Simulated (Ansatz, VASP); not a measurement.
Pt in VASP and in Ansatz

File POSCAR:

```
Pt
1.0
    2.7036147945      0.0000000000      0.0000000000
    0.0000000000      2.7036147945      0.0000000000
    0.0000000000      0.0000000000      2.7036147945
Pt
1
Direct
    0.0000000000      0.0000000000      0.0000000000
```

Contents of INCAR.step1:

```
SYSTEM = Pt
  ALGO = Normal
  EDIFF = 1E-4
  ENCUT = 520
  GGA = PE
  ISMEAR = -1
  ISPIN = 2
  LASPH = .True.
  LCHARG = .False.
  LMAXMIX = 4
  LREAL = .False.
  LWAVE = .True.
  MAGMOM = 1
  NBANDS = 15
  NELM = 150
  PREC = Accurate
  SIGMA = 0.05
```

Contents of INCAR.step2:

```
SYSTEM = Pt
  ALGO = Normal
  EDIFF = 1E-6
  ENCUT = 520
  ISIF = 2
  ISMEAR = -1
  ISPIN = 2
  ISTART = 1
  LASPH = .True.
  LCHARG = .False.
  LMAXMIX = 4
  LMIXTAU = .True.
  LORBIT = 11
  LREAL = .False.
  LWAVE = .False.
  MAGMOM = 1
  METAGGA = R2SCAN
  NBANDS = 15
  NELM = 150
  PREC = Accurate
  SIGMA = 0.05
```

KPOINTS

```
k-points
0
Gamma
  20 20 20
  0 0 0
```

Input for Ansatz:

```yaml
crystal:
  lattice:
    - [2.7036147945, 0.0, 0.0]
    - [0.0, 2.7036147945, 0.0]
    - [0.0, 0.0, 2.7036147945]
  atoms:
    - { symbol: Pt, position: [0.0, 0.0, 0.0], spin: 1.0 }
hamiltonian:
  xc: r2scan
  pseudopotentials:
    kind: paw
    azcp:
      Pt: "pseudopotentials/Pt.paw.azcp"
basis:
  ecutwfc: 500
  fft_grid_basis: typed
kpoints:
  mp_grid: { grid: [20, 20, 20], shift: [0, 0, 0] }
magnetization:
  spin_polarized: true
scf:
  occupations: { method: fermi_dirac, width: 0.05 }
output:
  stress: true
```

Alike in both runs: task single point; functional r2SCAN; k mesh 20 × 20 × 20; occupations fermi-dirac, width 0.05 eV; collinear spin.

```csv
,VASP,Ansatz
version,VASP 6.6.1,Ansatz 0.2.0
potentials or method,"VASP PAW PBE potentials, release 64 (Pt), cutoff 520 eV","plane waves (500 eV) with PAW, scalar-relativistic"
valence electrons in the cell,10,18
```

```tsv
	VASP	Ansatz	Ansatz less VASP
pressure (GPa)	-16.8	-17.0	-0.27
net moment per atom (μB)	0.00	0.00	0.000
```

VASP's potentials were made for PBE, not for r2SCAN. VASP's potentials hold 10 valence electrons a cell and Ansatz's 18, so a difference there can come from the potentials and not from the codes. Ansatz's warnings: seeded moment not kept, stability check not made.

Spin-orbit coupling is off throughout.
